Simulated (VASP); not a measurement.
Set up this calculation in VASP 6.6.1, as the native input.

```
Task                   : relaxation of cell and atoms
Functional             : PBE
Potentials or basis    : VASP PAW PBE potentials, release 64 (K_sv, Te)
Cutoff                 : 500 eV
k mesh                 : 6 × 6 × 6
Occupations            : gaussian, width 0.1 eV
Spin                   : no spin polarisation
Dipole correction      : no
Further INCAR settings : ALGO = Normal; EDIFF = 1e-07; IBRION = 2; EDIFFG = -0.01; NSW = 100; ISIF = 3
```

The structure of K3Te2 lies in POSCAR:

```
K3Te2
1.0
    4.9061031792      2.8325399912      5.0226968596
   -4.9061031792      2.8325399912      5.0226968596
    0.0000000000     -5.6650799824      5.0226968596
K Te
6 4
Direct
    0.0533127747      0.4466872253      0.7500000000
    0.7500000000      0.0533127747      0.4466872253
    0.4466872253      0.7500000000      0.0533127747
    0.9466872253      0.5533127747      0.2500000000
    0.2500000000      0.9466872253      0.5533127747
    0.5533127747      0.2500000000      0.9466872253
    0.8794124830      0.8794124830      0.8794124830
    0.6205875170      0.6205875170      0.6205875170
    0.1205875170      0.1205875170      0.1205875170
    0.3794124830      0.3794124830      0.3794124830
```

One way to write it, as run:

INCAR

```
PREC = Accurate
ENCUT = 500
EDIFF = 1E-7
ISMEAR = 0
SIGMA = 0.1
LREAL = F
LASPH = T
NELM = 120
ALGO = Normal
ISIF = 3
LWAVE = F
LCHARG = F
GGA = PE
IBRION = 2
NSW = 100
EDIFFG = -0.01
GGA_COMPAT = F
NELMIN = 4
```

KPOINTS

```
Automatic mesh
0
Gamma
  6 6 6
```

Potentials or basis: VASP PAW PBE potentials, release 64 (K_sv, Te).

The run is started by

```bash
$ cat potpaw_PBE.64/K_sv/POTCAR potpaw_PBE.64/Te/POTCAR > POTCAR
$ mpirun -np 1 vasp_std > vasp.out
```

It gave:

```json
{
 "Relaxed volume": "41.96 Å³/atom",
 "Relaxed cell": "a = 7.575 Å, b = 7.575 Å, c = 7.575 Å, α = 80.80°, β = 80.80°, γ = 80.80°",
 "Space group after relaxing (to 0.1 Å)": "R-3c (No. 167)",
 "Energy gained by relaxing": "0.0 meV/atom",
 "Ionic steps": "2",
 "Pressure after relaxing": "0.0 GPa",
 "Band gap on the k mesh": "zero (bands 39 and 40 overlap by 0.08 eV)"
}
```

Caveat: spin-orbit coupling is left out, which moves the levels of the heavy elements.

Wall time 11 min on 1 thread of Intel(R) Xeon(R) 6975P-C (Granite Rapids), with other jobs on the host, peak memory 0.72 GiB.
